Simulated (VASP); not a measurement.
Input of a VASP 6.6.1 run:

File POSCAR:

```
ZnS
1.0
    3.8069588183      0.0000000000      0.0000000000
   -1.9034794091      3.2969230478      0.0000000000
    0.0000000000      0.0000000000      6.2466339621
Zn S
2 2
Direct
    0.3333333333      0.6666666667     -0.0279296308
    0.6666666667      0.3333333333      0.4720703692
    0.3333333333      0.6666666667      0.4029296308
    0.6666666667      0.3333333333      0.9029296308
```

INCAR.step1

```
SYSTEM = ZnS
PREC = Accurate ; ENCUT = 520
ISMEAR = 0 ; SIGMA = 0.01
LREAL = .False. ; LASPH = .True.
NELM = 60 ; NBANDS = 26
GGA = PE ; ALGO = Normal
EDIFF = 1E-4 ; LWAVE = .True.
LCHARG = .False.
```

The input INCAR.step2:

```
SYSTEM = ZnS
PREC = Accurate ; ENCUT = 520
EDIFF = 1E-6 ; ISMEAR = 0
SIGMA = 0.01 ; LREAL = .False.
LASPH = .True. ; NELM = 60
ALGO = Normal ; ISIF = 2
LWAVE = .False. ; LCHARG = .False.
METAGGA = R2SCAN ; LMIXTAU = .True.
NBANDS = 26 ; ISTART = 1
```

KPOINTS

```
regular mesh
0
Gamma
  9 9 4
  0 0 0
```

Potentials or basis: VASP PAW PBE potentials, release 64 (Zn, S).

The run is started by

```bash
$ cat potpaw_PBE.64/Zn/POTCAR potpaw_PBE.64/S/POTCAR > POTCAR
$ cp INCAR.step1 INCAR
$ mpirun -np 1 vasp_std > vasp.out
$ cp INCAR.step2 INCAR
$ mpirun -np 1 vasp_std > vasp.out
```

Task: Predict the pressure.

Result: 2.9 GPa.

Task: What does it give for the band gap on the k mesh?

Result: 2.98 eV.

Task: Predict the largest force.

Result: 0.797 eV/Å.

Stress tensor (GPa, compression positive):
```
 5.26  0.00  0.00
 0.00  5.26  0.00
 0.00  0.00 -1.76
```

Caveat: the cell differs from its parent crystal (atoms displaced along a vibrational mode); the PAW data sets were made with another functional, which shifts forces and pressure a little; an odd mesh through Γ misses points on the zone boundary, where band edges can lie.
